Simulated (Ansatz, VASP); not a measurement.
W in VASP and in Ansatz

```
CELL_PARAMETERS angstrom
-1.67717 1.67717 1.51744
1.67717 -1.67717 1.51744
1.67717 1.67717 -1.51744
ATOMIC_POSITIONS crystal
W 0.00000 0.00000 0.00000
```

Change from the starting cell: strain +0.050 along x and y, -0.050 along z, atoms carried along.

Alike in both runs: task single point; functional PBE; k mesh 20 × 20 × 20; occupations gaussian, width 0.15 eV; no spin polarisation.

```csv
,VASP,Ansatz
version,VASP 6.6.1,Ansatz 0.2.0
potentials or method,"VASP PAW PBE potentials, release 64 (W_sv), cutoff 520 eV","scalar-relativistic, plane waves, PAW"
valence electrons in the cell,14,14
```

Ansatz gave:

```
gap on the k mesh at the Fermi level (eV)                     : none
pressure (GPa)                                                : -13.7
traceless stress, the component that is largest in VASP (GPa) : 18.34
```

Estimate VASP's values.

gap on the k mesh at the Fermi level (eV): none; pressure (GPa): -13.4; traceless stress, the component that is largest in VASP (GPa): 18.34.

A gap of «none» marks a metal or a gap that the smearing closes.

Neither program's run includes spin-orbit coupling.
